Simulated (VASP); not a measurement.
Wanted: the native input for a VASP 6.6.1 run.

```yaml
Task: single point
Functional: HSE06
Potentials_or_basis: VASP PAW PBE potentials, release 64 (Ga_d, N)
Cutoff: 520 eV
k_mesh: 6 × 6 × 6
Occupations: gaussian, width 0.01 eV
Spin: no spin polarisation
Dipole_correction: no
Grid_for_exact_exchange_PRECFOCK: Normal
Further_INCAR_settings: ALGO = Normal; EDIFF = 1e-06; NBANDS = 16
Screening_parameter: 0.2079 1/Å
```

Crystal: GaN.

```
Ga N
1.0
     0.00000    2.37579    2.37579
     2.37579    0.00000    2.37579
     2.37579    2.37579    0.00000
Ga N
1 1
Cartesian
  0.0000 0.0000 0.0000
  1.1879 1.1879 1.1879
```

This cell differs from its parent crystal: strain +5.6%.

One way to write it, as run:

POSCAR

```
GaN
1.0
    0.0000000000      2.3757934649      2.3757934649
    2.3757934649      0.0000000000      2.3757934649
    2.3757934649      2.3757934649      0.0000000000
Ga N
1 1
Direct
    0.0000000000      0.0000000000      0.0000000000
    0.2500000000      0.2500000000      0.2500000000
```

INCAR.step1

```
PREC     = Accurate       # precision mode
ENCUT    = 520            # plane-wave cutoff, eV
EDIFF    = 1E-5           # SCF threshold, eV
ISMEAR   = 0              # smearing method
SIGMA    = 0.01           # smearing width, eV
LREAL    = False          # projectors in reciprocal space
LASPH    = True           # aspherical terms in the spheres
NELM     = 100            # most SCF steps
ALGO     = Normal         # electronic algorithm
ISIF     = 2              # what is computed and relaxed
LWAVE    = True           # write WAVECAR
LCHARG   = False          # write CHGCAR
GGA      = PE             # functional
NBANDS   = 16             # bands
```

INCAR.step2

```
PREC     = Accurate       # precision mode
ENCUT    = 520            # plane-wave cutoff, eV
EDIFF    = 1E-6           # SCF threshold, eV
ISMEAR   = 0              # smearing method
SIGMA    = 0.01           # smearing width, eV
LREAL    = False          # projectors in reciprocal space
LASPH    = True           # aspherical terms in the spheres
NELM     = 100            # most SCF steps
ALGO     = Normal         # electronic algorithm
ISIF     = 2              # what is computed and relaxed
LWAVE    = False          # write WAVECAR
LCHARG   = False          # write CHGCAR
GGA      = PE             # functional
LHFCALC  = True           # exact exchange
HFSCREEN = 0.2079         # screening, 1/A
PRECFOCK = Normal       
ISTART   = 1            
NBANDS   = 16             # bands
```

KPOINTS

```
Automatic mesh
0
Gamma
  6 6 6
```

Potentials or basis: VASP PAW PBE potentials, release 64 (Ga_d, N).

The run is started by

```bash
$ cat potpaw_PBE.64/Ga_d/POTCAR potpaw_PBE.64/N/POTCAR > POTCAR
$ cp INCAR.step1 INCAR
$ mpirun -np 1 vasp_std > vasp.out
$ cp INCAR.step2 INCAR
$ mpirun -np 1 vasp_std > vasp.out
```

Results of the run:

The pressure is -22.7 GPa and the band gap on the k mesh is 1.79 eV, direct.

Caveat: the cell differs from its parent crystal (strain +5.6%); the PAW data sets were made with another functional, which shifts forces and pressure a little.

Wall time 21 min on 1 thread of AMD EPYC 9R45 96-Core Processor (Zen 5), on a shared host, peak memory 0.24 GiB.
